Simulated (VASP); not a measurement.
A run of VASP 6.6.1:

The input INCAR:

```
SYSTEM = PtS2
PREC = Accurate
ENCUT = 600
EDIFF = 1E-6
ISMEAR = 0
SIGMA = 0.1
LREAL = .FALSE.
LASPH = .TRUE.
NELM = 100
ALGO = Normal
ISIF = 3
LWAVE = .FALSE.
LCHARG = .FALSE.
IBRION = 2
NSW = 100
EDIFFG = -0.05
```

KPOINTS

```
Automatic mesh
0
G
  6 6 4
  0 0 0
```

Contents of POSCAR:

```
PtS2
1.0
    3.5431994758      0.0000000000      0.0000000000
   -1.7715997379      3.0685007567      0.0000000000
    0.0000000000      0.0000000000      5.0388000000
Pt S
1 2
Direct
    0.0000000000      0.0000000000      0.0000000000
    0.3333333333      0.6666666667      0.2500000000
    0.6666666667      0.3333333333      0.7500000000
```

Potentials or basis: VASP PAW LDA potentials, release 64 (Pt, S).

Run with:

```console
$ cat potpaw_LDA.64/Pt/POTCAR potpaw_LDA.64/S/POTCAR > POTCAR
$ mpirun -np 1 vasp_std > vasp.out
```

Hardware: 1 thread of Intel(R) Xeon(R) Platinum 8259CL CPU @ 2.50GHz (Skylake/Cascade Lake), on a shared host.

**Question.** How long does it take, and how much memory?

**Answer.** It took 2 min on 1 thread of Intel(R) Xeon(R) Platinum 8259CL CPU @ 2.50GHz (Skylake/Cascade Lake), on a shared host, peak memory 0.18 GiB. Counts: scf iterations 83, k points 24, ion steps 11.
